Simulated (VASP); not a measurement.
# ScNb (P-6m2) in VASP: notebook, part 2 of 2

VASP 6.6.1. Earlier steps stand in the parts before.

### Step 3. Single point, PBE, collinear spin

File INCAR:

```
PREC     = Accurate       # precision mode
ENCUT    = 520            # plane-wave cutoff, eV
EDIFF    = 1E-6           # SCF threshold, eV
ISMEAR   = -1             # smearing method
SIGMA    = 0.08           # smearing width, eV
LREAL    = False          # projectors in reciprocal space
LASPH    = True           # aspherical terms in the spheres
NELM     = 150            # most SCF steps
ALGO     = Normal         # electronic algorithm
ISIF     = 2              # what is computed and relaxed
LWAVE    = False          # write WAVECAR
LCHARG   = False          # write CHGCAR
ISPIN    = 2              # spin polarisation
MAGMOM   = 0.9 0.9        # initial moments
LORBIT   = 11             # projections on sites
NUPDOWN  = 1.8            # fixed moment
LMAXMIX  = 4              # l up to which the mixer works
GGA      = PE             # functional
NBANDS   = 23             # bands
```

File KPOINTS:

```
regular mesh
0
Gamma
  14 14 8
```

File POSCAR:

```
ScNb
1.0
    3.0656443612      0.0000000000      0.0000000000
   -1.5328221806      2.6549258957      0.0000000000
    0.0000000000      0.0000000000      5.0721940000
Sc Nb
1 1
Direct
    0.0000000000      0.0000000000      0.0000000000
    0.3333333333      0.6666666667      0.5000000000
```

Potentials or basis: VASP PAW PBE potentials, release 64 (Sc_sv, Nb_sv).

Command:

```
$ cat potpaw_PBE.64/Sc_sv/POTCAR potpaw_PBE.64/Nb_sv/POTCAR > POTCAR
$ mpirun -np 1 vasp_std > vasp.out
```

OUTCAR:

```text
PREC = Accurate
   ENCUT = 520
   EDIFF = 1E-6
   ISMEAR = -1
   LREAL = False
   LASPH = True
   NELM = 150
   ISIF = 2
   ISPIN = 2
   LORBIT = 11
   NUPDOWN = 1.8
   GGA = PE

 ion  position               nearest neighbor table
   1  0.000  0.000  0.000-   2 3.09   2 3.09   2 3.09   2 3.09   2 3.09   2 3.09
   2  0.333  0.667  0.500-   1 3.09   1 3.09   1 3.09   1 3.09   1 3.09   1 3.09

  LATTYP: Found a hexagonal cell.
 ALAT       =     3.0656443612
 C/A-ratio  =     1.6545278585

  Lattice vectors:

 A1 = (   3.0656443612,   0.0000000000,   0.0000000000)
 A2 = (  -1.5328221806,   2.6549258957,   0.0000000000)
 A3 = (   0.0000000000,   0.0000000000,   5.0721940000)

Analysis of symmetry for initial positions (statically):
=====================================================================
 Subroutine PRICEL returns:
 Original cell was already a primitive cell.

 Routine SETGRP: Setting up the symmetry group for a
 hexagonal supercell.

 Subroutine GETGRP returns: Found 12 space group operations
 (whereof 12 operations were pure point group operations)
 out of a pool of 24 trial point group operations.

The static configuration has the point symmetry D_3h.

Analysis of symmetry for dynamics (positions and initial velocities):
=====================================================================
 Subroutine PRICEL returns:
 Original cell was already a primitive cell.

 Routine SETGRP: Setting up the symmetry group for a
 hexagonal supercell.

 Subroutine GETGRP returns: Found 12 space group operations
 (whereof 12 operations were pure point group operations)
 out of a pool of 24 trial point group operations.

The dynamic configuration has the point symmetry D_3h.

Analysis of structural, dynamic, and magnetic symmetry:
=====================================================================
 Subroutine PRICEL returns:
 Original cell was already a primitive cell.

 Routine SETGRP: Setting up the symmetry group for a
 hexagonal supercell.
[... 147 lines left out ...]
  ext. energy  EPLUGINS =         0.00000000
  ---------------------------------------------------
  free energy    TOTEN  =       -15.72109553 eV

  energy without entropy =      -15.66634041  energy(sigma->0) =      -15.69371797

 E-fermi :   6.9464     XC(G=0): -11.1879

 val. band max:        7.7235120581   @ k =   0.4286   0.1429   0.5000
 cond. band min:       6.9524691764   @ k =   0.0000   0.0000   0.5000
 fundamental gap:     -0.7710428817
 Fermi energy:         7.7363604144

 spin component 1

 k-point     1 :       0.0000    0.0000    0.0000
  band No.  band energies     occupation
      1     -47.6462      1.00000
      2     -41.8882      1.00000
      3     -23.8094      1.00000
      4     -23.3248      1.00000
      5     -23.3248      1.00000
      6     -20.4537      1.00000
[... 613 lines left out ...]
     22      18.1181      0.00000
     23      18.5561      0.00000

 [... further k-points ...]

 spin component 2

 k-point     1 :       0.0000    0.0000    0.0000
  band No.  band energies     occupation
      1     -47.1818      1.00000
      2     -41.5645      1.00000
      3     -23.2725      1.00000
      4     -22.8118      1.00000
      5     -22.8118      1.00000
      6     -20.1278      1.00000
[... 613 lines left out ...]
     22      18.7671      0.00000
     23      19.1141      0.00000

 [... further k-points ...]

------------------------ aborting loop because EDIFF is reached ----------------------------------------

  FORCE on cell =-STRESS in cart. coord.  units (eV):
  Direction    XX          YY          ZZ          XY          YZ          ZX
  --------------------------------------------------------------------------------------
  -------------------------------------------------------------------------------------
  Total        0.2990563      0.2990563      0.4502318      0.0000000      0.0000000      0.0000000
  in kB       11.6062941     11.6062941     17.4733716      0.0000000      0.0000000      0.0000000
  external PRESSURE =      13.5619866 kB  Pullay stress =       0.0000000 kB

 VOLUME and BASIS-vectors are now :
 -----------------------------------------------------------------------------
  energy-cutoff  :      520.00
  volume of cell :       41.28
      direct lattice vectors                 reciprocal lattice vectors
     3.065644361  0.000000000  0.000000000     0.326195697  0.188329174  0.000000000
    -1.532822181  2.654925896  0.000000000     0.000000000  0.376658347  0.000000000
     0.000000000  0.000000000  5.072194000     0.000000000  0.000000000  0.197153342

 POSITION                                       TOTAL-FORCE (eV/Angst)
 -----------------------------------------------------------------------------------
      0.00000      0.00000      0.00000        -0.000000     -0.000000      0.000000
     -0.00000      1.76995      2.53610         0.000000      0.000000      0.000000
 -----------------------------------------------------------------------------------
    total drift:                                0.000000     -0.000000     -0.000000

  FREE ENERGIE OF THE ION-ELECTRON SYSTEM (eV)
  ---------------------------------------------------
  free  energy   TOTEN  =       -15.7210955293 eV

  energy  without entropy=      -15.6663404139  energy(sigma->0) =      -15.69371797

 total charge

# of ion       s       p       d       tot
------------------------------------------
    1        2.290   6.148   1.114   9.551
    2        2.217   5.971   2.412  10.599
--------------------------------------------------
tot          4.506  12.119   3.525  20.151

 magnetization (x)

# of ion       s       p       d       tot
------------------------------------------
    1        0.013   0.062   0.370   0.445
    2        0.007   0.038   0.655   0.700
--------------------------------------------------
tot          0.020   0.101   1.024   1.145
```

OSZICAR:

```text
N       E                     dE             d eps       ncg     rms          rms(c)
DAV:   1     0.257243937985E+03    0.25724E+03   -0.11289E+04 11136   0.109E+03
DAV:   2     0.131393049049E+01   -0.25593E+03   -0.24855E+03 11089   0.407E+02
DAV:   3    -0.156630200727E+02   -0.16977E+02   -0.16177E+02 20411   0.911E+01
DAV:   4    -0.165492641068E+02   -0.88624E+00   -0.87358E+00 15614   0.162E+01
DAV:   5    -0.165991369589E+02   -0.49873E-01   -0.49848E-01 17220   0.332E+00    0.942E+00
DAV:   6    -0.158432351814E+02    0.75590E+00   -0.20552E+00 15759   0.129E+01    0.362E+00
DAV:   7    -0.157819037294E+02    0.61331E-01   -0.11884E+00 18365   0.578E+00    0.208E+00
DAV:   8    -0.157214930138E+02    0.60411E-01   -0.50114E-01 17386   0.392E+00    0.105E+00
DAV:   9    -0.157205791222E+02    0.91389E-03   -0.37862E-02 15716   0.128E+00    0.634E-01
DAV:  10    -0.157207654415E+02   -0.18632E-03   -0.88573E-03 13865   0.742E-01    0.237E-01
DAV:  11    -0.157210937936E+02   -0.32835E-03   -0.58369E-04 16543   0.210E-01    0.368E-02
DAV:  12    -0.157210971441E+02   -0.33506E-05   -0.48507E-05 15006   0.524E-02    0.209E-02
DAV:  13    -0.157210958080E+02    0.13361E-05   -0.12396E-05 15015   0.282E-02    0.658E-03
DAV:  14    -0.157210955293E+02    0.27872E-06   -0.15416E-06 10454   0.968E-03
   1 F= -.15721096E+02 E0= -.15693718E+02  d E =-.547551E-01  mag=     1.8000
```

Run time: 72 s. Hardware: 1 thread of Intel Xeon 6975P-C (Granite Rapids), shared host; peak memory 0.3 GiB.

Results:

```
Free energy                                           : -15.7211 eV
Pressure                                              : 1.4 GPa
Net moment                                            : 1.80 μB per cell
Site moments                                          : Sc +0.45; Nb +0.70 μB
Valence electrons inside the program's atomic spheres : Sc 9.55; Nb 10.60
```

Stress tensor (GPa, compression positive):
```
1.16 0.00 0.00
0.00 1.16 0.00
0.00 0.00 1.75
```

Caveat: the total moment is fixed, so each spin has its own Fermi level and the state may be an excited one.
